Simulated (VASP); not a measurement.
# SnSe (zincblende type) (F-43m) in VASP: notebook

The runs below take SnSe (zincblende type) through single point, relaxation of cell and atoms, with PBE.

Everything below comes from runs of VASP 6.6.1. Logs are shortened: lines on timing, memory, paths and dates and some standing lists are left out, and cuts for length are marked.

### 1 The cell of the first run

The structure is cubic, space group F-43m (No. 216). The conventional cell has a = 5.652 Å, b = 5.652 Å, c = 5.652 Å, α = 90.00°, β = 90.00°, γ = 90.00°. Sn (site symmetry -43m) has 4 Se at 2.45 Å within 3.2 Å. Within 3.2 Å of Se (site symmetry -43m) lie 4 Sn at 2.45 Å.

### 2 Single point, PBE

File INCAR:

```
SYSTEM = SnSe
PREC = Accurate
ENCUT = 520
EDIFF = 1E-7
ISMEAR = -1
SIGMA = 0.1
LREAL = .FALSE.
LASPH = .TRUE.
NELM = 60
ALGO = Normal
ISIF = 2
LWAVE = .FALSE.
LCHARG = .FALSE.
GGA = PE
NBANDS = 17
```

File KPOINTS:

```
regular mesh
0
G
  12 12 12
  0 0 0
```

File POSCAR:

```
SnSe
1.0
    0.0000000000      2.8261964015      2.8261964015
    2.8261964015      0.0000000000      2.8261964015
    2.8261964015      2.8261964015      0.0000000000
Sn Se
1 1
Direct
    0.0000000000      0.0000000000      0.0000000000
    0.2500000000      0.2500000000      0.2500000000
```

Potentials or basis: VASP PAW PBE potentials, release 64 (Sn_d, Se).

The run is started by

```
$ cat potpaw_PBE.64/Sn_d/POTCAR potpaw_PBE.64/Se/POTCAR > POTCAR
$ mpirun -np 1 vasp_std > vasp.out
```

OUTCAR:

```text
SYSTEM = SnSe
   PREC = Accurate
   ENCUT = 520
   EDIFF = 1E-7
   ISMEAR = -1
   LREAL = .FALSE.
   LASPH = .TRUE.
   NELM = 60
   ISIF = 2
   GGA = PE

 ion  position               nearest neighbor table
   1  0.000  0.000  0.000-   2 2.45   2 2.45   2 2.45   2 2.45
   2  0.250  0.250  0.250-   1 2.45   1 2.45   1 2.45   1 2.45

  LATTYP: Found a face centered cubic cell.
 ALAT       =     5.6523928030

  Lattice vectors:

 A1 = (   0.0000000000,   2.8261964015,   2.8261964015)
 A2 = (   2.8261964015,   0.0000000000,   2.8261964015)
 A3 = (   2.8261964015,   2.8261964015,   0.0000000000)

Analysis of symmetry for initial positions (statically):
=====================================================================
 Subroutine PRICEL returns:
 Original cell was already a primitive cell.

 Routine SETGRP: Setting up the symmetry group for a
 face centered cubic supercell.

 Subroutine GETGRP returns: Found 24 space group operations
 (whereof 24 operations were pure point group operations)
 out of a pool of 48 trial point group operations.

The static configuration has the point symmetry T_d .

Analysis of symmetry for dynamics (positions and initial velocities):
=====================================================================
 Subroutine PRICEL returns:
 Original cell was already a primitive cell.

 Routine SETGRP: Setting up the symmetry group for a
 face centered cubic supercell.

 Subroutine GETGRP returns: Found 24 space group operations
 (whereof 24 operations were pure point group operations)
 out of a pool of 48 trial point group operations.

The dynamic configuration has the point symmetry T_d .

 Subroutine INISYM returns: Found 24 space group operations
 (whereof 24 operations are pure point group operations),
 and found     1 'primitive' translations

----------------------------------------------------------------------------------------

                                     Primitive cell

  volume of cell :      45.1478

  direct lattice vectors                    reciprocal lattice vectors
     0.000000000  2.826196401  2.826196401    -0.176916226  0.176916226  0.176916226
     2.826196401  0.000000000  2.826196401     0.176916226 -0.176916226  0.176916226
     2.826196401  2.826196401  0.000000000     0.176916226  0.176916226 -0.176916226

  length of vectors
     3.996845281  3.996845281  3.996845281     0.306427891  0.306427891  0.306427891

  position of ions in fractional coordinates (direct lattice)
     0.000000000  0.000000000  0.000000000
     0.250000000  0.250000000  0.250000000

  ion indices of the primitive-cell ions
   primitive index   ion index
                 1           1
                 2           2

----------------------------------------------------------------------------------------

 KPOINTS: regular mesh

Automatic generation of k-mesh.
 Grid dimensions read from file:
 generate k-points for:   12   12   12

 Generating k-lattice:

  Cartesian coordinates                     Fractional coordinates (reciprocal lattice)
    -0.014743019  0.014743019  0.014743019     0.083333333  0.000000000  0.000000000
     0.014743019 -0.014743019  0.014743019     0.000000000  0.083333333  0.000000000
     0.014743019  0.014743019 -0.014743019     0.000000000  0.000000000  0.083333333

  Length of vectors
     0.025535658  0.025535658  0.025535658

  Shift w.r.t. Gamma in fractional coordinates (k-lattice)
     0.000000000  0.000000000  0.000000000

 Subroutine IBZKPT returns following result:
 ===========================================

 Found     72 irreducible k-points:

 Following reciprocal coordinates:
            Coordinates               Weight
  0.000000  0.000000  0.000000      1.000000
  0.083333  0.000000  0.000000      8.000000
  0.166667  0.000000  0.000000      8.000000
  0.250000  0.000000  0.000000      8.000000
  0.333333  0.000000  0.000000      8.000000
  0.416667  0.000000  0.000000      8.000000
[... 16 lines left out ...]
  0.500000  0.166667  0.000000     24.000000
 -0.416667  0.166667  0.000000     24.000000
 [... further k-points ...]
   k-points           NKPTS =     72   k-points in BZ     NKDIM =     72   number of bands    NBANDS=     17
   number of dos      NEDOS =    301   number of ions     NIONS =      2
   total plane-waves  NPLWV =  27000
   dimension x,y,z NGX =    30 NGY =   30 NGZ =   30
   dimension x,y,z NGXF=    60 NGYF=   60 NGZF=   60
   ions per type =               1   1
   NGX,Y,Z   is equivalent  to a cutoff of  12.48, 12.48, 12.48 a.u.
   NGXF,Y,Z  is equivalent  to a cutoff of  24.96, 24.96, 24.96 a.u.
 SYSTEM =  SnSe
   PREC   = accura    normal or accurate (medium, high low for compatibility)
   ISTART =      0    job   : 0-new  1-cont  2-samecut
   ICHARG =      2    charge: 1-file 2-atom 10-const
   ISPIN  =      1    spin polarized calculation?
   LNONCOLLINEAR =      F non collinear calculations
   LSORBIT =      F    spin-orbit coupling
   LASPH  =      T    aspherical Exc in radial PAW
   ENCUT  =  520.0 eV  38.22 Ry    6.18 a.u.   7.43  7.43  7.43*2*pi/ulx,y,z
   NELM   =     60;   NELMIN=  2; NELMDL= -5     # of ELM steps
   EDIFF  = 0.1E-06   stopping-criterion for ELM
   LREAL  =      F    real-space projection
   EDIFFG = 0.1E-05   stopping-criterion for IOM
   NSW    =      0    number of steps for IOM
   IBRION =     -1    ionic relax: 0-MD 1-quasi-New 2-CG
   NFREE  =      0    steps in history (QN), initial steepest desc. (CG)
   ISIF   =      2    stress and relaxation
   ISYM   =      2    0-nonsym 1-usesym 2-fastsym
   POTIM  = 0.5000    time-step for ionic-motion
   TEBEG  =    0.0;   TEEND  =   0.0 temperature during run
   PSTRESS=    0.0 pullay stress
   NELECT =      20.0000    total number of electrons
   NUPDOWN=      -1.0000    fix difference up-down
   EMIN   =  10.00;   EMAX   =-10.00  energy-range for DOS
   EFERMI =   0.00;   METHOD = LEGACY
   ISMEAR =    -1;   SIGMA  =   0.10  broadening in eV -4-tet -1-fermi 0-gaus
   EFERMI_NEDOS =   21; number of points for ismear=-14 and -15
   IALGO  =     38    algorithm
   IMIX   =      4    mixing-type and parameters
     AMIX     =   0.40;   BMIX     =  1.00
     AMIX_MAG =   1.60;   BMIX_MAG =  1.00
  volume/ion in A,a.u.               =      22.57       152.34
  Fermi-wavevector in a.u.,A,eV,Ry     =   1.247975  2.358330 21.190274  1.557441
  Thomas-Fermi vector in A             =   2.382083
   LORBIT       =      0    0 simple, 1 ext, 2 COOP (PROOUT), +10 PAW based schemes
   GGA     = PE    functional components
   LHFCALC =     F    Hartree Fock is set to
   AEXX    =    0.0000 exact exchange contribution
   IVDW    =     0    specifies the selected vdW correction
   LEPSILON=     F    determine dielectric tensor
   LRPA    =     F    only Hartree local field effects (RPA)
 non-spin polarized calculation
  energy-cutoff  :      520.00
  volume of cell :       45.15
 maximum number of plane-waves:      1243
 NGX is ok and might be reduce to    30
   NGX = 15   NGY = 15   NGZ = 15

 number of electron      20.0000004 magnetization

 Free energy of the ion-electron system (eV)
  ---------------------------------------------------
  ext. energy  EPLUGINS =         0.00000000
  ---------------------------------------------------
  free energy    TOTEN  =        -4.88688864 eV

  energy without entropy =       -4.86561245  energy(sigma->0) =       -4.87625054

 E-fermi :   8.6715     XC(G=0): -10.3188

 val. band max:        8.5970181716   @ k =   0.1667   0.1667   0.0000
 cond. band min:       8.7752145731   @ k =  -0.3333   0.5000   0.1667
 fundamental gap:      0.1781964015
 Fermi energy:         8.6715133367

 k-point     1 :       0.0000    0.0000    0.0000
  band No.  band energies     occupation
      1     -13.9833      2.00000
      2     -13.9833      2.00000
      3     -13.9833      2.00000
      4     -13.8541      2.00000
      5     -13.8541      2.00000
      6      -8.6541      2.00000
[... 9 lines left out ...]
     16      16.2398      0.00000
     17      17.4452      0.00000

 k-point     2 :       0.0833    0.0000    0.0000
  band No.  band energies     occupation
      1     -13.9878      2.00000
      2     -13.9810      2.00000
      3     -13.9810      2.00000
      4     -13.8541      2.00000
      5     -13.8541      2.00000
      6      -8.5799      2.00000
[... 9 lines left out ...]
     16      15.6879      0.00000
     17      17.0768      0.00000

 k-point     3 :       0.1667    0.0000    0.0000
  band No.  band energies     occupation
      1     -14.0001      2.00000
      2     -13.9750      2.00000
      3     -13.9750      2.00000
      4     -13.8539      2.00000
      5     -13.8539      2.00000
      6      -8.3648      2.00000
[... 9 lines left out ...]
     16      15.3624      0.00000
     17      16.9734      0.00000

 k-point     4 :       0.2500    0.0000    0.0000
  band No.  band energies     occupation
      1     -14.0168      2.00000
      2     -13.9675      2.00000
      3     -13.9675      2.00000
      4     -13.8531      2.00000
      5     -13.8531      2.00000
      6      -8.0345      2.00000
[... 9 lines left out ...]
     16      15.1293      0.00000
     17      18.3774      0.00000
[... 343 lines left out ...]
      1     -14.0527      2.00000
      2     -13.9509      2.00000
      3     -13.9463      2.00000
      4     -13.8610      2.00000
      5     -13.8449      2.00000
      6      -7.3133      2.00000
[... 9 lines left out ...]
     16      17.4698      0.00000
     17      19.2660      0.00000

 k-point    23 :       0.5000    0.1667    0.0000
  band No.  band energies     occupation
      1     -14.0579      2.00000
      2     -13.9494      2.00000
      3     -13.9444      2.00000
      4     -13.8576      2.00000
      5     -13.8461      2.00000
      6      -7.0421      2.00000
[... 9 lines left out ...]
     16      17.5669      0.00000
     17      18.5352      0.00000

 k-point    24 :      -0.4167    0.1667    0.0000
  band No.  band energies     occupation
      1     -14.0569      2.00000
      2     -13.9496      2.00000
      3     -13.9458      2.00000
      4     -13.8539      2.00000
      5     -13.8493      2.00000
      6      -7.0008      2.00000
[... 9 lines left out ...]
     16      17.0297      0.00000
     17      19.3088      0.00000

 [... further k-points ...]
[... 5 lines left out ...]
  --------------------------------------------------------------------------------------
  -------------------------------------------------------------------------------------
  Total       12.4184852     12.4184852     12.4184852      0.0000000      0.0000000      0.0000000
  in kB      440.6991304    440.6991304    440.6991304      0.0000000      0.0000000      0.0000000
  external PRESSURE =     440.6991304 kB  Pullay stress =       0.0000000 kB

 VOLUME and BASIS-vectors are now :
 -----------------------------------------------------------------------------
  energy-cutoff  :      520.00
  volume of cell :       45.15
      direct lattice vectors                 reciprocal lattice vectors
     0.000000000  2.826196401  2.826196401    -0.176916226  0.176916226  0.176916226
     2.826196401  0.000000000  2.826196401     0.176916226 -0.176916226  0.176916226
     2.826196401  2.826196401  0.000000000     0.176916226  0.176916226 -0.176916226

 POSITION                                       TOTAL-FORCE (eV/Angst)
 -----------------------------------------------------------------------------------
      0.00000      0.00000      0.00000         0.000000      0.000000     -0.000000
      1.41310      1.41310      1.41310        -0.000000     -0.000000      0.000000
 -----------------------------------------------------------------------------------
    total drift:                                0.000001      0.000001      0.000000

  FREE ENERGIE OF THE ION-ELECTRON SYSTEM (eV)
  ---------------------------------------------------
  free  energy   TOTEN  =        -4.8868886400 eV

  energy  without entropy=       -4.8656124453  energy(sigma->0) =       -4.87625054
```

Run time: 25 s. Hardware: 1 thread of Intel Xeon 6975P-C (Granite Rapids), shared host; peak memory 0.2 GiB.

What came out:

```
Free energy            : -4.8869 eV
Pressure               : 44.1 GPa
Band gap on the k mesh : zero (band 10 reaches 9.83 eV, above the bottom of band 11 at 7.64 eV)
```

Levels at points of the mesh, in eV from the Fermi level:
```csv
k point,band 6,band 7,band 8,band 9,band 10,band 11,band 12,band 13,band 14,band 15
"(0.00, 0.00, 0.00)",-17.33,-3.98,-3.98,-3.98,-3.73,1.00,1.00,1.00,5.54,7.57
"(0.50, 0.00, 0.00)",-15.83,-10.15,-4.99,-4.99,-2.33,1.91,1.91,4.38,6.95,8.79
"(0.50, 0.50, 0.00)",-15.26,-10.28,-6.37,-6.37,-1.55,-1.03,6.82,6.92,6.92,9.54
```

Caveat: spin-orbit coupling is left out, which moves the levels of the heavy elements.

(Continued in part 2 of 2.)
